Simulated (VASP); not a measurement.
Wanted: the native input for a VASP 6.6.1 run.

- Task: single point
- Functional: PBEsol
- Potentials or basis: VASP PAW PBE potentials, release 64 (W_sv, Se)
- Cutoff: 520 eV
- k mesh: 6 × 6 × 1
- Occupations: gaussian, width 0.1 eV
- Spin: no spin polarisation
- Dipole correction: no
- Further INCAR settings: ALGO = Normal; EDIFF = 1e-06; NBANDS = 20

The structure of WSe2 lies in POSCAR:

```
WSe2
1.0
    3.3135727490      0.0000000000      0.0000000000
   -1.6567863745      2.8696381779      0.0000000000
    0.0000000000      0.0000000000     17.8577209425
W Se
1 2
Direct
    0.3333333333      0.6666666667      0.0000000000
    0.6666666667      0.3333333333      0.9075761485
    0.6666666667      0.3333333333      0.0924238515
```

One way to write it, as run:

INCAR

```
PREC = Accurate
ENCUT = 520
EDIFF = 1E-6
ISMEAR = 0
SIGMA = 0.1
LREAL = F
LASPH = T
NELM = 100
ALGO = Normal
ISIF = 2
LWAVE = F
LCHARG = F
GGA = PS
NBANDS = 20
```

KPOINTS

```
Automatic mesh
0
Gamma
  6 6 1
```

Potentials or basis: VASP PAW PBE potentials, release 64 (W_sv, Se).

The run is started by

```bash
$ cat potpaw_PBE.64/W_sv/POTCAR potpaw_PBE.64/Se/POTCAR > POTCAR
$ mpirun -np 1 vasp_std > vasp.out
```

It gave:

```json
{"Largest force": "0.171 eV/Å", "Band gap on the k mesh": "1.50 eV"}
```

Caveat: the PAW data sets were made with another functional, which shifts forces and pressure a little; spin-orbit coupling is left out, which moves the levels of the heavy elements.

Run time: 89 s on 1 thread of Intel Xeon 8259CL, on a shared host, peak memory 0.32 GiB.
